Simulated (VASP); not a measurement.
# Te (Im-3m) in VASP: a series of runs, part 2 of 2

VASP 6.6.1. Earlier steps stand in the parts before.

### Step 3. Single point, LDA

This run uses another cell than the first one, of 26.67 Å³/atom, 2.430 times its volume.

INCAR

```
  PREC = Accurate
  ENCUT = 520
  EDIFF = 1E-6
  ISMEAR = -1
  SIGMA = 0.05
  LREAL = False
  LASPH = True
  NELM = 100
  ALGO = Normal
  ISIF = 2
  LWAVE = False
  LCHARG = False
  GGA = CA
  NBANDS = 9
```

KPOINTS

```
Automatic mesh
0
Gamma
  19 19 19
```

POSCAR

```
Te
1.0
   -1.8822336242      1.8822336242      1.8822336242
    1.8822336242     -1.8822336242      1.8822336242
    1.8822336242      1.8822336242     -1.8822336242
Te
1
Direct
    0.0000000000      0.0000000000      0.0000000000
```

Potentials or basis: VASP PAW LDA potentials, release 64 (Te).

Command:

```bash
$ cat potpaw_LDA.64/Te/POTCAR > POTCAR
$ mpirun -np 1 vasp_std > vasp.out
```

OUTCAR:

```text
PREC = Accurate
   ENCUT = 520
   EDIFF = 1E-6
   ISMEAR = -1
   LREAL = False
   LASPH = True
   NELM = 100
   ISIF = 2
   GGA = CA

 ion  position               nearest neighbor table
   1  0.000  0.000  0.000-

  LATTYP: Found a body centered cubic cell.
 ALAT       =     3.7644672484

  Lattice vectors:

 A1 = (  -1.8822336242,   1.8822336242,   1.8822336242)
 A2 = (   1.8822336242,  -1.8822336242,   1.8822336242)
[... 456 lines left out ...]
 k-point    24 :       0.3158    0.1053    0.0000
  band No.  band energies     occupation
      1      -3.1971      2.00000
      2       3.9959      2.00000
      3       8.2598      1.99957
      4      10.3793      0.00000
      5      15.2094      0.00000
      6      16.5660      0.00000
      7      19.6467      0.00000
      8      23.0715      0.00000
      9      23.6219      0.00000

 [... further k-points ...]
[... 5 lines left out ...]
  --------------------------------------------------------------------------------------
  -------------------------------------------------------------------------------------
  Total        0.0016434      0.0016434      0.0016434     -0.0000000      0.0000000      0.0000000
  in kB        0.0987114      0.0987114      0.0987114     -0.0000000      0.0000000      0.0000000
  external PRESSURE =       0.0987114 kB  Pullay stress =       0.0000000 kB

 VOLUME and BASIS-vectors are now :
 -----------------------------------------------------------------------------
  energy-cutoff  :      520.00
  volume of cell :       26.67
      direct lattice vectors                 reciprocal lattice vectors
    -1.882233624  1.882233624  1.882233624     0.000000000  0.265641838  0.265641838
     1.882233624 -1.882233624  1.882233624     0.265641838  0.000000000  0.265641838
     1.882233624  1.882233624 -1.882233624     0.265641838  0.265641838  0.000000000

 POSITION                                       TOTAL-FORCE (eV/Angst)
 -----------------------------------------------------------------------------------
      0.00000      0.00000      0.00000        -0.000000      0.000000      0.000000
 -----------------------------------------------------------------------------------
    total drift:                                0.000000     -0.000000     -0.000000

  FREE ENERGIE OF THE ION-ELECTRON SYSTEM (eV)
  ---------------------------------------------------
  free  energy   TOTEN  =        -3.5834069099 eV

  energy  without entropy=       -3.5766415678  energy(sigma->0) =       -3.58002424
```

OSZICAR:

```text
N       E                     dE             d eps       ncg     rms          rms(c)
DAV:   1     0.953842571872E+01    0.95384E+01   -0.23689E+03  3960   0.515E+02
DAV:   2    -0.329583854077E+01   -0.12834E+02   -0.12530E+02  5495   0.681E+01
DAV:   3    -0.358625184826E+01   -0.29041E+00   -0.28931E+00  5007   0.102E+01
DAV:   4    -0.358757591891E+01   -0.13241E-02   -0.13240E-02  5417   0.827E-01
DAV:   5    -0.358758267676E+01   -0.67578E-05   -0.67571E-05  5036   0.489E-02    0.721E+00
DAV:   6    -0.358465501989E+01    0.29277E-02   -0.21307E-03  4585   0.204E-01    0.439E+00
DAV:   7    -0.358343882101E+01    0.12162E-02   -0.41608E-03  4564   0.282E-01    0.175E-01
DAV:   8    -0.358340704850E+01    0.31773E-04   -0.15585E-04  4273   0.734E-02    0.510E-02
DAV:   9    -0.358340690995E+01    0.13855E-06   -0.32340E-06  5573   0.123E-02
   1 F= -.35834069E+01 E0= -.35800242E+01  d E =-.676534E-02
```

stdout:

```text
POSCAR found type information on POSCAR Te
 POSCAR found :  1 types and       1 ions
 scaLAPACK will be used
 LDA part: xc-table for (Slater(with rela. corr.)+CA(PZ))
 , standard interpolation
 POSCAR, INCAR and KPOINTS ok, starting setup
 FFT: planning ... GRIDC
 FFT: planning ... GRID_SOFT
 FFT: planning ... GRID
 WAVECAR not read
 entering main loop
```

Wall time 17 s (1 thread of Intel Xeon 6975P-C (Granite Rapids), shared host); peak memory 0.16 GiB.

What came out:

- Free energy: -3.5834 eV
- Pressure: 0.0 GPa
- Band gap on the k mesh: zero (band 3 reaches 11.95 eV, above the bottom of band 4 at 5.52 eV)

Caveat: spin-orbit coupling is left out, which moves the levels of the heavy elements.

### Step 4. Relaxation of cell and atoms, LDA, target pressure 450 GPa, at which the enthalpy is minimised

INCAR

```
SYSTEM = Te
ALGO     = Normal         ! electronic algorithm
EDIFF    = 1E-6           ! SCF threshold, eV
EDIFFG   = -0.005         ! ionic threshold
ENCUT    = 600            ! plane-wave cutoff, eV
GGA      = CA             ! functional
IBRION   = 2              ! ionic algorithm
ISIF     = 3              ! what is computed and relaxed
ISMEAR   = -1             ! smearing method
LASPH    = .True.         ! aspherical terms in the spheres
LCHARG   = .False.        ! write CHGCAR
LREAL    = .False.        ! projectors in reciprocal space
LWAVE    = .False.        ! write WAVECAR
NELM     = 60             ! most SCF steps
NSW      = 60             ! ionic steps
PREC     = Accurate       ! precision mode
PSTRESS  = 4500.0       
SIGMA    = 0.05           ! smearing width, eV
```

KPOINTS

```
k-points
0
Gamma
  19 19 19
  0 0 0
```

POSCAR

```
Te
1.0
   -1.3994395216      1.3994395216      1.3994395216
    1.3994395216     -1.3994395216      1.3994395216
    1.3994395216      1.3994395216     -1.3994395216
Te
1
Direct
    0.0000000000      0.0000000000      0.0000000000
```

Command:

```bash
$ cat potpaw_LDA.64/Te/POTCAR > POTCAR
$ mpirun -np 1 vasp_std > vasp.out
```

It took 32 s on 1 thread of Intel Xeon 6975P-C (Granite Rapids), shared host; peak memory 0.14 GiB.

It converged, with:

- Free energy: 6.1734 eV
- Relaxed volume: 11.07 Å³/atom
- Relaxed cell: a = 2.432 Å, b = 2.432 Å, c = 2.432 Å, α = 109.47°, β = 109.47°, γ = 109.47°
- Space group after relaxing (to 0.05 Å): Im-3m (No. 229)
- Energy change on relaxing (the enthalpy is what falls): -302.0 meV/atom
- Ionic steps: 4
- Pressure after relaxing: 450.0 GPa
- Band gap on the k mesh: zero (band 3 reaches 36.97 eV, above the bottom of band 4 at 19.66 eV)

Step by step:
| step | energy change (eV) | largest force (eV/Å) | pressure (GPa) | volume (Å³) |
| --- | --- | --- | --- | --- |
| 1 | 0.0000 | 0.0000 | 464.81 | 10.96 |
| 2 | -3.8479 | 0.0000 | 282.80 | 12.65 |
| 3 | -0.3286 | 0.0000 | 448.69 | 11.08 |
| 4 | -0.3020 | 0.0000 | 449.99 | 11.07 |

Final structure:
```xyz
1
Lattice="-1.4039 1.4039 1.4039 1.4039 -1.4039 1.4039 1.4039 1.4039 -1.4039" Properties=species:S:1:pos:R:3 pbc="T T T"
Te    0.0000    0.0000    0.0000
```

Levels at points of the mesh, in eV from the Fermi level:
```tsv
k point	band 1	band 2	band 3	band 4	band 5	band 6	band 7
(0.00, 0.00, 0.00)	-26.83	8.61	8.61	8.61	12.32	12.32	12.32
```

Caveat: the cell is relaxed towards a set pressure, so the enthalpy falls and the energy may rise; spin-orbit coupling is left out, which moves the levels of the heavy elements.

### Step 5. Summary

```csv
task,cell,cutoff (eV),gap on the mesh (eV),pressure (GPa)
single point,"a = 2.425 Å, angles 109.5°, 1 atom",520,none,463.0
single point,"a = 3.260 Å, angles 109.5°, 1 atom",520,none,0.0
relaxation of cell and atoms,"relaxed to 450 GPa from a = 2.424 Å, angles 109.5°, 1 atom",600,none,450.0
```

Alike in all rows: level LDA; potentials or basis VASP PAW LDA potentials, release 64 (Te); no spin polarisation; k mesh 19 × 19 × 19; smearing fermi-dirac 0.05 eV.

Caveats: spin-orbit coupling is left out, which moves the levels of the heavy elements; the cell is relaxed towards a set pressure, so the enthalpy falls and the energy may rise (some runs).

Total energies depend on the potentials used, so only differences within one code and one set of settings carry meaning.
